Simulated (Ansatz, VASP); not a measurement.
# Two plane-wave programs on Ti

INCAR

```
SYSTEM = Ti
  ALGO = Fast
  EDIFF = 1E-6
  ENCUT = 520
  GGA = CA
  ISIF = 2
  ISMEAR = 0
  LASPH = .TRUE.
  LCHARG = .TRUE.
  LELF = .TRUE.
  LREAL = .FALSE.
  LVHAR = .TRUE.
  LWAVE = .FALSE.
  NBANDS = 12
  NELM = 100
  PREC = Accurate
  SIGMA = 0.15
```

Contents of KPOINTS:

```
k-points
0
G
  22 22 22
  0 0 0
```

Contents of POSCAR:

```
Ti
1.0
   -1.5442401234      1.5442401234      1.8530881481
    1.5442401234     -1.5442401234      1.8530881481
    1.5442401234      1.5442401234     -1.8530881481
Ti
1
Direct
    0.0000000000      0.0000000000      0.0000000000
```

Input for Ansatz:

```yaml
crystal:
  lattice:
    - [-1.5442401234, 1.5442401234, 1.8530881481]
    - [1.5442401234, -1.5442401234, 1.8530881481]
    - [1.5442401234, 1.5442401234, -1.8530881481]
  atoms:
    - { symbol: Ti, position: [0.0, 0.0, 0.0] }
basis:
  ecutwfc: 420
kpoints:
  mp_grid: { grid: [22, 22, 22] }
hamiltonian:
  xc: lda
scf:
  occupations: { method: gaussian, width: 0.15 }
output:
  forces: true
  stress: true
  eigenvalues: true
```

Alike in both runs: task single point; functional LDA; k mesh 22 × 22 × 22; occupations gaussian, width 0.15 eV; no spin polarisation.

|  | VASP | Ansatz |
| --- | --- | --- |
| version | VASP 6.6.1 | Ansatz 0.2.0 |
| potentials or method | VASP PAW LDA potentials, release 64 (Ti_sv), cutoff 520 eV | scalar-relativistic, plane waves, PAW |
| valence electrons in the cell | 12 | 12 |

```csv
,VASP,Ansatz,Ansatz less VASP
gap on the k mesh at the Fermi level (eV),none,none,-
pressure (GPa),-10.3,-10.3,+0.08
"traceless stress, the component that is largest in VASP (GPa)",1.95,1.97,+0.012
```

LDA's correlation is that of Perdew and Zunger in VASP and of Perdew and Wang (1992) in Ansatz. A gap of «none» marks a metal or a gap that the smearing closes.
